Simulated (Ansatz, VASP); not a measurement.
**One calculation of HfO2, two programs**

```
CELL_PARAMETERS angstrom
4.81353 0.02407 0.00000
0.02407 4.81353 0.00000
0.00000 0.00000 3.20542
ATOMIC_POSITIONS crystal
Hf 0.50000 0.50000 0.50000
Hf 0.00000 0.00000 0.00000
O 0.80504 0.19496 0.50000
O 0.69496 0.69496 0.00000
O 0.30504 0.30504 0.00000
O 0.19496 0.80504 0.50000
```

Alike in both runs: task relaxation of the atoms; functional PBE; k mesh 5 × 5 × 6; occupations fermi-dirac, width 0.05 eV; no spin polarisation.

|  | VASP | Ansatz |
| --- | --- | --- |
| version | VASP 6.6.1 | Ansatz 0.2.0 |
| potentials or method | VASP PAW PBE potentials, release 64 (Hf_pv, O) | Ansatz PAW |
| plane-wave cutoff (eV) | 520 | 420 |
| valence electrons in the cell | 44 | 76 |

Ansatz gave:

| Quantity | Value |
| --- | --- |
| gap on the k mesh at the Fermi level, each at its own relaxed structure (eV) | 4.01 |

Estimate VASP's values.

gap on the k mesh at the Fermi level, each at its own relaxed structure (eV): 3.97.

VASP's potentials hold 44 valence electrons a cell and Ansatz's 76, so a difference there can come from the potentials and not from the codes.

Spin-orbit coupling is off throughout. Noted on Ansatz's run: odd divisions of the mesh miss points on the zone boundary, where band edges often lie, so the gap on the mesh can be too wide.
